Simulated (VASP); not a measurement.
# AlAs (F-43m) in VASP: a series of runs

The runs below take AlAs through single point, with LDA.

All numbers are computed with VASP 6.6.1; they aren't measurements. Logs are shortened: lines on timing, memory, paths and dates and some standing lists are left out, and cuts for length are marked.

## 1. The cell of the first run

Symmetry: F-43m, No. 216, cubic system. The conventional cell has a = 5.506 Å, b = 5.506 Å, c = 5.506 Å, α = 90.00°, β = 90.00°, γ = 90.00°. Al (site symmetry -43m) has 4 As at 2.38 Å within 3.1 Å. Within 3.1 Å of As (site symmetry -43m) lie 4 Al at 2.38 Å.

## 2. Single point, LDA

Input file INCAR:

```
SYSTEM = AlAs
PREC = Accurate ; ENCUT = 500
EDIFF = 1E-6 ; ISMEAR = 0
SIGMA = 0.01 ; LREAL = .False.
LASPH = .True. ; NELM = 120
ALGO = Normal ; ISIF = 2
LWAVE = .False. ; LCHARG = .True.
GGA = CA ; LELF = .True.
LVHAR = .True. ; NBANDS = 11
GGA_COMPAT = .False.
```

Input file KPOINTS:

```
Automatic mesh
0
Gamma
  6 6 6
  0 0 0
```

Input file POSCAR:

```
AlAs
1.0
    0.0000000000      2.7528154137      2.7528154137
    2.7528154137      0.0000000000      2.7528154137
    2.7528154137      2.7528154137      0.0000000000
Al As
1 1
Direct
    0.0000000000      0.0000000000      0.0000000000
    0.2500000000      0.2500000000      0.2500000000
```

Potentials or basis: VASP PAW LDA potentials, release 64 (Al, As).

The run is started by

```sh
$ cat potpaw_LDA.64/Al/POTCAR potpaw_LDA.64/As/POTCAR > POTCAR
$ mpirun -np 1 vasp_std > vasp.out
```

OUTCAR:

```text
SYSTEM = AlAs
   PREC = Accurate
   ENCUT = 500
   EDIFF = 1E-6
   ISMEAR = 0
   LREAL = .False.
   LASPH = .True.
   NELM = 120
   ISIF = 2
   GGA = CA

 ion  position               nearest neighbor table
   1  0.000  0.000  0.000-   2 2.38   2 2.38   2 2.38   2 2.38
   2  0.250  0.250  0.250-   1 2.38   1 2.38   1 2.38   1 2.38

  LATTYP: Found a face centered cubic cell.
 ALAT       =     5.5056308274

  Lattice vectors:

 A1 = (   0.0000000000,   2.7528154137,   2.7528154137)
 A2 = (   2.7528154137,   0.0000000000,   2.7528154137)
 A3 = (   2.7528154137,   2.7528154137,   0.0000000000)

Analysis of symmetry for initial positions (statically):
=====================================================================
 Subroutine PRICEL returns:
 Original cell was already a primitive cell.

 Routine SETGRP: Setting up the symmetry group for a
 face centered cubic supercell.

 Subroutine GETGRP returns: Found 24 space group operations
 (whereof 24 operations were pure point group operations)
 out of a pool of 48 trial point group operations.

The static configuration has the point symmetry T_d .

Analysis of symmetry for dynamics (positions and initial velocities):
=====================================================================
 Subroutine PRICEL returns:
 Original cell was already a primitive cell.

 Routine SETGRP: Setting up the symmetry group for a
 face centered cubic supercell.

 Subroutine GETGRP returns: Found 24 space group operations
 (whereof 24 operations were pure point group operations)
 out of a pool of 48 trial point group operations.

The dynamic configuration has the point symmetry T_d .

 Subroutine INISYM returns: Found 24 space group operations
 (whereof 24 operations are pure point group operations),
 and found     1 'primitive' translations

----------------------------------------------------------------------------------------

                                     Primitive cell

  volume of cell :      41.7216

  direct lattice vectors                    reciprocal lattice vectors
     0.000000000  2.752815414  2.752815414    -0.181632229  0.181632229  0.181632229
     2.752815414  0.000000000  2.752815414     0.181632229 -0.181632229  0.181632229
     2.752815414  2.752815414  0.000000000     0.181632229  0.181632229 -0.181632229

  length of vectors
     3.893068893  3.893068893  3.893068893     0.314596249  0.314596249  0.314596249

  position of ions in fractional coordinates (direct lattice)
     0.000000000  0.000000000  0.000000000
[... 76 lines left out ...]
   ISYM   =      2    0-nonsym 1-usesym 2-fastsym
   POTIM  = 0.5000    time-step for ionic-motion
   TEBEG  =    0.0;   TEEND  =   0.0 temperature during run
   PSTRESS=    0.0 pullay stress
   NELECT =       8.0000    total number of electrons
   NUPDOWN=      -1.0000    fix difference up-down
   EMIN   =  10.00;   EMAX   =-10.00  energy-range for DOS
   EFERMI =   0.00;   METHOD = LEGACY
   ISMEAR =     0;   SIGMA  =   0.01  broadening in eV -4-tet -1-fermi 0-gaus
   EFERMI_NEDOS =   21; number of points for ismear=-14 and -15
   IALGO  =     38    algorithm
   IMIX   =      4    mixing-type and parameters
     AMIX     =   0.40;   BMIX     =  1.00
     AMIX_MAG =   1.60;   BMIX_MAG =  1.00
  volume/ion in A,a.u.               =      20.86       140.78
  Fermi-wavevector in a.u.,A,eV,Ry     =   0.944027  1.783952 12.125334  0.891187
  Thomas-Fermi vector in A             =   2.071792
   LORBIT       =      0    0 simple, 1 ext, 2 COOP (PROOUT), +10 PAW based schemes
   GGA     = CA    functional components
   LHFCALC =     F    Hartree Fock is set to
   AEXX    =    0.0000 exact exchange contribution
   IVDW    =     0    specifies the selected vdW correction
   LEPSILON=     F    determine dielectric tensor
   LRPA    =     F    only Hartree local field effects (RPA)
 non-spin polarized calculation
 Gauss-broadening in eV      SIGMA  =   0.01
  energy-cutoff  :      500.00
  volume of cell :       41.72
 maximum number of plane-waves:      1068
   NGX = 15   NGY = 15   NGZ = 15

 number of electron       8.0000001 magnetization

 Free energy of the ion-electron system (eV)
  ---------------------------------------------------
  ext. energy  EPLUGINS =         0.00000000
  ---------------------------------------------------
  free energy    TOTEN  =       -10.44562849 eV

  energy without entropy =      -10.44562849  energy(sigma->0) =      -10.44562849

 E-fermi :   4.6331     XC(G=0):  -9.5970

 val. band max:        4.5346644121   @ k =   0.0000   0.0000   0.0000
 cond. band min:       5.7174866857   @ k =   0.5000   0.5000   0.0000
 fundamental gap:      1.1828222737
 Fermi energy:         4.6331421539

 k-point     1 :       0.0000    0.0000    0.0000
  band No.  band energies     occupation
      1      -7.8483      2.00000
      2       4.5347      2.00000
      3       4.5347      2.00000
      4       4.5347      2.00000
      5       7.0915      0.00000
      6       8.9192      0.00000
      7       8.9192      0.00000
      8       8.9192      0.00000
      9      13.6374      0.00000
     10      13.7287      0.00000
     11      13.7287      0.00000
[... 197 lines left out ...]
 k-point    16 :      -0.3333    0.5000    0.1667
  band No.  band energies     occupation
      1      -5.5684      2.00000
      2      -0.9345      2.00000
      3       1.2838      2.00000
      4       1.5534      2.00000
      5       7.6145      0.00000
      6       8.7154      0.00000
      7      11.9231      0.00000
      8      12.6797      0.00000
      9      15.5862      0.00000
     10      17.4275      0.00000
     11      17.6126      0.00000

------------------------ aborting loop because EDIFF is reached ----------------------------------------

  FORCE on cell =-STRESS in cart. coord.  units (eV):
  Direction    XX          YY          ZZ          XY          YZ          ZX
  --------------------------------------------------------------------------------------
  -------------------------------------------------------------------------------------
  Total        1.6401311      1.6401311      1.6401311      0.0000000     -0.0000000     -0.0000000
  in kB       62.9836569     62.9836569     62.9836569      0.0000000     -0.0000000     -0.0000000
  external PRESSURE =      62.9836569 kB  Pullay stress =       0.0000000 kB

 VOLUME and BASIS-vectors are now :
 -----------------------------------------------------------------------------
  energy-cutoff  :      500.00
  volume of cell :       41.72
      direct lattice vectors                 reciprocal lattice vectors
     0.000000000  2.752815414  2.752815414    -0.181632229  0.181632229  0.181632229
     2.752815414  0.000000000  2.752815414     0.181632229 -0.181632229  0.181632229
     2.752815414  2.752815414  0.000000000     0.181632229  0.181632229 -0.181632229

 POSITION                                       TOTAL-FORCE (eV/Angst)
 -----------------------------------------------------------------------------------
      0.00000      0.00000      0.00000        -0.000000     -0.000000     -0.000000
      1.37641      1.37641      1.37641         0.000000      0.000000      0.000000
 -----------------------------------------------------------------------------------
    total drift:                                0.000000      0.000000      0.000000

  FREE ENERGIE OF THE ION-ELECTRON SYSTEM (eV)
  ---------------------------------------------------
  free  energy   TOTEN  =       -10.4456284869 eV

  energy  without entropy=      -10.4456284869  energy(sigma->0) =      -10.44562849
```

stdout:

```text
POSCAR found type information on POSCAR AlAs
 POSCAR found :  2 types and       2 ions
 scaLAPACK will be used
 LDA part: xc-table for (Slater(with rela. corr.)+CA(PZ))
 , standard interpolation
 POSCAR, INCAR and KPOINTS ok, starting setup
 FFT: planning ... GRIDC
 FFT: planning ... GRID_SOFT
 FFT: planning ... GRID
 WAVECAR not read
 entering main loop
```

It took 8.8 s on 1 thread of AMD EPYC 7R13 (Zen 3), shared host; peak memory 0.1 GiB.

What came out:

```yaml
Free_energy: -10.4456 eV
Pressure: 6.3 GPa
Band_gap_on_the_k_mesh: 1.18 eV, indirect (least direct gap 2.56 eV)
```

Levels at points of the mesh, in eV from the valence-band top:
| k point | band 1 | band 2 | band 3 | band 4 | band 5 | band 6 | band 7 | band 8 | band 9 |
| --- | --- | --- | --- | --- | --- | --- | --- | --- | --- |
| (0.00, 0.00, 0.00) | -12.38 | 0.00 | 0.00 | 0.00 | 2.56 | 4.38 | 4.38 | 4.38 | 9.10 |
| (0.50, 0.00, 0.00) | -10.76 | -5.99 | -0.88 | -0.88 | 2.34 | 4.69 | 4.69 | 7.73 | 11.70 |
| (0.50, 0.50, 0.00) | -10.13 | -5.75 | -2.37 | -2.37 | 1.18 | 2.19 | 10.84 | 10.84 | 12.52 |

## 3. Single point, LDA

This run uses another cell than the first one, of 21.77 Å³/atom, 1.043 times its volume.

Input file INCAR:

```
ALGO = Normal
EDIFF = 1E-6
ENCUT = 500
GGA_COMPAT = F
ISIF = 2
ISMEAR = 0
LASPH = T
LCHARG = F
LREAL = F
LWAVE = F
NBANDS = 11
NELM = 120
PREC = Accurate
SIGMA = 0.01
```

Input file KPOINTS:

```
k-points
0
Gamma
  6 6 6
```

Input file POSCAR:

```
AlAs
1.0
    0.0000000000      2.7921466621      2.7921466621
    2.7921466621      0.0000000000      2.7921466621
    2.7921466621      2.7921466621      0.0000000000
Al As
1 1
Direct
    0.0000000000      0.0000000000      0.0000000000
    0.2500000000      0.2500000000      0.2500000000
```

Potentials or basis: VASP PAW LDA potentials, release 64 (Al, As).

The run is started by

```sh
$ cat potpaw_LDA.64/Al/POTCAR potpaw_LDA.64/As/POTCAR > POTCAR
$ mpirun -np 1 vasp_std > vasp.out
```

Wall time 9.6 s (1 thread of AMD EPYC 7R13 (Zen 3), shared host); peak memory 0.11 GiB.

The run converged. Its results:

```
Free energy            : -10.4937 eV
Pressure               : 2.3 GPa
Band gap on the k mesh : 1.26 eV, indirect (least direct gap 2.21 eV)
```

Levels at points of the mesh, in eV from the valence-band top:
| k point | band 1 | band 2 | band 3 | band 4 | band 5 | band 6 | band 7 | band 8 |
| --- | --- | --- | --- | --- | --- | --- | --- | --- |
| (0.00, 0.00, 0.00) | -12.13 | 0.00 | 0.00 | 0.00 | 2.21 | 4.31 | 4.31 | 4.31 |
| (0.50, 0.00, 0.00) | -10.61 | -5.78 | -0.85 | -0.85 | 2.17 | 4.66 | 4.66 | 7.66 |
| (0.50, 0.50, 0.00) | -10.03 | -5.60 | -2.27 | -2.27 | 1.26 | 2.20 | 10.51 | 10.51 |

(Part 1 of 2 ends here.)
